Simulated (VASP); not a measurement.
Write the native input for VASP 6.6.1 that does the following.

- Task: single point
- Functional: HSE06
- Potentials or basis: VASP PAW PBE potentials, release 64 (K_sv, Br)
- Cutoff: 520 eV
- k mesh: 4 × 4 × 4
- Occupations: gaussian, width 0.01 eV
- Spin: no spin polarisation
- Dipole correction: no
- Grid for exact exchange (PRECFOCK): Normal
- Further INCAR settings: ALGO = Normal; EDIFF = 1e-06; NBANDS = 15
- Share of exact exchange: 0.25
- Screening parameter: 0.2079 1/Å

Crystal: KBr.

```
CELL_PARAMETERS angstrom
0.00000 3.13714 3.13714
3.13714 0.00000 3.13714
3.13714 3.13714 0.00000
ATOMIC_POSITIONS crystal
K 0.00000 0.00000 0.00000
Br 0.50000 0.50000 0.50000
```

This cell differs from its parent crystal: strain -5.0%.

One way to write it, as run:

POSCAR

```
KBr
1.0
    0.0000000000      3.1371354424      3.1371354424
    3.1371354424      0.0000000000      3.1371354424
    3.1371354424      3.1371354424      0.0000000000
K Br
1 1
Direct
    0.0000000000      0.0000000000      0.0000000000
    0.5000000000      0.5000000000      0.5000000000
```

INCAR.step1

```
PREC = Accurate ; ENCUT = 520
EDIFF = 1E-5 ; ISMEAR = 0
SIGMA = 0.01 ; LREAL = False
LASPH = True ; NELM = 60
ALGO = Normal ; ISIF = 2
LWAVE = True ; LCHARG = False
NBANDS = 15 ; GGA = PE
```

INCAR.step2

```
PREC = Accurate ; ENCUT = 520
EDIFF = 1E-6 ; ISMEAR = 0
SIGMA = 0.01 ; LREAL = False
LASPH = True ; NELM = 60
ALGO = Normal ; ISIF = 2
LWAVE = False ; LCHARG = False
GGA = PE ; LHFCALC = True
HFSCREEN = 0.2079 ; PRECFOCK = Normal
NBANDS = 15 ; ISTART = 1
```

KPOINTS

```
regular mesh
0
Gamma
  4 4 4
```

Potentials or basis: VASP PAW PBE potentials, release 64 (K_sv, Br).

The run is started by

```bash
$ cat potpaw_PBE.64/K_sv/POTCAR potpaw_PBE.64/Br/POTCAR > POTCAR
$ cp INCAR.step1 INCAR
$ mpirun -np 1 vasp_std > vasp.out
$ cp INCAR.step2 INCAR
$ mpirun -np 1 vasp_std > vasp.out
```

It gave:

The pressure is 4.1 GPa. The band gap on the k mesh is 6.08 eV.

Caveat: the k points lie up to 0.43 Å⁻¹ apart; the cell differs from its parent crystal (strain -5.0%); the PAW data sets were made with another functional, which shifts forces and pressure a little.

Run time: 4 min on 1 thread of Intel(R) Xeon(R) 6975P-C (Granite Rapids), on a shared host, peak memory 0.31 GiB.
